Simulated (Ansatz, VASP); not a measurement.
## CaO in VASP and in Ansatz

```xyz
2
Lattice="0.0000 2.4535 2.4535 2.4535 0.0000 2.4535 2.4535 2.4535 0.0000" Properties=species:S:1:pos:R:3 pbc="T T T"
Ca    0.0000    0.0000    0.0000
O     2.4535    2.4535    2.4535
```

Alike in both runs: task relaxation of cell and atoms; functional PBE; dispersion D3(BJ); k mesh 8 × 8 × 8; occupations gaussian, width 0.02 eV; no spin polarisation.

|  | VASP | Ansatz |
| --- | --- | --- |
| version | VASP 6.6.1 | Ansatz 0.2.0 |
| potentials or method | VASP PAW PBE potentials, release 64 (Ca_sv, O), cutoff 600 eV | scalar-relativistic, plane waves, PAW |
| valence electrons in the cell | 16 | 16 |

```tsv
	VASP	Ansatz	Ansatz less VASP
gap on the k mesh at the Fermi level, each at its own relaxed structure (eV)	3.63	3.65	+0.016
relaxed volume (Å³/atom)	13.74	13.68	-0.059
relaxed cell length with the largest relative difference (Å)	3.387	3.382	-0.0048
```
